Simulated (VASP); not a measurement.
A run of VASP 6.6.1 is set up as follows.

File INCAR:

```
SYSTEM = Pd
PREC = Accurate
ENCUT = 600
EDIFF = 1E-7
ISMEAR = 0
SIGMA = 0.1
LREAL = .False.
LASPH = .True.
NELM = 60
ALGO = Fast
ISIF = 3
LWAVE = .False.
LCHARG = .False.
GGA = PS
IBRION = 2
NSW = 100
EDIFFG = -0.01
```

File KPOINTS:

```
Automatic mesh
0
Gamma
  16 16 16
  0 0 0
```

POSCAR

```
Pd
1.0
    0.0000000000      2.8389838843      2.8389838843
    2.8389838843      0.0000000000      2.8389838843
    2.8389838843      2.8389838843      0.0000000000
Pd
2
Direct
    0.0000000000      0.0000000000      0.0000000000
    0.2500000000      0.2500000000      0.2500000000
```

Potentials or basis: VASP PAW PBE potentials, release 64 (Pd).

Command:

```console
$ cat potpaw_PBE.64/Pd/POTCAR > POTCAR
$ mpirun -np 1 vasp_std > vasp.out
```

Problem. Estimate the band gap on the k mesh.

Solution. Zero (band 10 reaches 4.56 eV, above the bottom of band 11 at 4.13 eV).

Problem. Estimate the relaxed volume.

Solution. 22.83 Å³/atom.

Problem. Estimate the relaxed cell.

Solution. a = 4.012 Å, b = 4.012 Å, c = 4.012 Å, α = 60.00°, β = 60.00°, γ = 60.00°.

Final structure:
```
Pd
1.0
     0.00000    2.83692    2.83692
     2.83692    0.00000    2.83692
     2.83692    2.83692    0.00000
Pd
2
Direct
  0.00000 0.00000 0.00000
  0.25000 0.25000 0.25000
```

Caveat: the PAW data sets were made with another functional, which shifts forces and pressure a little.
